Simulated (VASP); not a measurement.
A run of VASP 6.6.1:

The input INCAR:

```
ALGO = Normal ; EDIFF = 1E-6
ENCUT = 500 ; GGA = PS
GGA_COMPAT = F ; ISIF = 2
ISMEAR = -1 ; LASPH = T
LCHARG = F ; LREAL = F
LWAVE = F ; NBANDS = 46
NELM = 120 ; PREC = Accurate
SIGMA = 0.05
```

File KPOINTS:

```
k-points
0
Gamma
  6 6 4
```

Contents of POSCAR:

```
CdSe
1.0
    8.6028868748     -0.0036468477     -0.0001918623
   -2.1522365302      3.7275699584      0.0000104827
   -0.0002032005     -0.0001041299      7.0207310234
Cd Se
4 4
Direct
    0.3319936102      0.3269106171      0.5015640298
    0.1650188962      0.6601694724      1.0015944144
    0.8319762484      0.3268647934      0.5015862158
    0.6649990386      0.6606404677      1.0015545174
    0.3315486786      0.3267424464      0.8772948212
    0.1654212659      0.6603176748      0.3773189049
    0.8315651366      0.3271590432      0.8773108892
    0.6654312426      0.6603456079      0.3772893331
```

Potentials or basis: VASP PAW PBE potentials, release 64 (Cd, Se).

Launch:

```console
$ cat potpaw_PBE.64/Cd/POTCAR potpaw_PBE.64/Se/POTCAR > POTCAR
$ mpirun -np 1 vasp_std > vasp.out
```

Hardware: 1 thread of Intel Xeon 8259CL, with other jobs on the host.

**Question.** Estimate the wall time of this run.

**Answer.** Run time: 23 min on 1 thread of Intel Xeon 8259CL (shared host), peak memory 0.71 GiB. Counts: scf iterations 15, k points 76.
